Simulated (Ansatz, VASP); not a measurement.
# BN in VASP and in Ansatz

```
CELL_PARAMETERS angstrom
-2.55458 0.00000 0.00000
-1.27729 -2.21233 0.00000
0.00000 0.00000 13.67354
ATOMIC_POSITIONS crystal
B 0.66667 0.66667 0.21236
B 0.66667 0.66667 0.52132
B 0.66667 0.66667 0.83027
B 0.33333 0.33333 0.05788
B 0.33333 0.33333 0.36684
B 0.33333 0.33333 0.67580
N 0.66667 0.66667 0.09662
N 0.66667 0.66667 0.40558
N 0.66667 0.66667 0.71453
N 0.33333 0.33333 0.86901
N 0.33333 0.33333 0.25110
N 0.33333 0.33333 0.56006
```

Alike in both runs: task single point; functional PBE; k mesh 10 × 10 × 2; occupations gaussian, width 0.05 eV; no spin polarisation.

|  | VASP | Ansatz |
| --- | --- | --- |
| version | VASP 6.6.1 | Ansatz 0.2.0 |
| potentials or method | VASP PAW PBE potentials, release 64 (B, N), cutoff 520 eV | scalar-relativistic, plane waves, PAW |
| valence electrons in the cell | 48 | 48 |

Ansatz gave:

```
gap on the k mesh at the Fermi level (eV)                     : 1.30
least direct gap on the mesh (eV)                             : 1.69
pressure (GPa)                                                : -6.1
traceless stress, the component that is largest in VASP (GPa) : -9.25
rms of the force components (eV/Å)                            : 0.753
```

Q: What did VASP give for the same quantities?

A: gap on the k mesh at the Fermi level (eV): 1.30; least direct gap on the mesh (eV): 1.70; pressure (GPa): -5.9; traceless stress, the component that is largest in VASP (GPa): -9.31; rms of the force components (eV/Å): 0.753.

Atom by atom the forces differ by 0.004 eV/Å (rms over components).
